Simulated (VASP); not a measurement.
Input of a VASP 6.6.1 run:

POSCAR

```
ZnF2
1.0
    4.6558527624      0.0000000000      0.0000000000
    0.0000000000      4.6558527624      0.0000000000
    0.0000000000      0.0000000000      3.0952005191
Zn F
2 4
Direct
    0.0000000000      0.0000000000      0.0000000000
    0.5000000000      0.5000000000      0.5000000000
    0.3031901719      0.3031901719      0.0000000000
    0.1968098281      0.8031901719      0.5000000000
    0.8031901719      0.1968098281      0.5000000000
    0.6968098281      0.6968098281      0.0000000000
```

File INCAR.step1:

```
PREC = Accurate
ENCUT = 660
ISMEAR = 0
SIGMA = 0.01
LREAL = False
LASPH = True
NELM = 120
NBANDS = 35
GGA = PE
ALGO = Normal
EDIFF = 1E-5
LWAVE = True
LCHARG = False
GGA_COMPAT = False
```

The input INCAR.step2:

```
PREC = Accurate
ENCUT = 660
EDIFF = 1E-6
ISMEAR = 0
SIGMA = 0.01
LREAL = False
LASPH = True
NELM = 120
ALGO = Normal
ISIF = 2
LWAVE = False
LCHARG = True
METAGGA = R2SCAN
LMIXTAU = True
LELF = True
LVHAR = True
NBANDS = 35
ISTART = 1
GGA_COMPAT = False
```

KPOINTS

```
Automatic mesh
0
Gamma
  4 4 6
```

Potentials or basis: VASP PAW PBE potentials, release 64 (Zn, F).

Run with:

```sh
$ cat potpaw_PBE.64/Zn/POTCAR potpaw_PBE.64/F/POTCAR > POTCAR
$ cp INCAR.step1 INCAR
$ mpirun -np 1 vasp_std > vasp.out
$ cp INCAR.step2 INCAR
$ mpirun -np 1 vasp_std > vasp.out
```

(1) Estimate the band gap on the k mesh.

(2) Predict the largest force.

(3) Predict the pressure.

Results:

(1) 4.27 eV.

(2) 0.066 eV/Å.

(3) 4.5 GPa.

Caveat: the cell stands under pressure; the structure was generated, so it needn't be the stable form of ZnF2; the PAW data sets were made with another functional, which shifts forces and pressure a little.
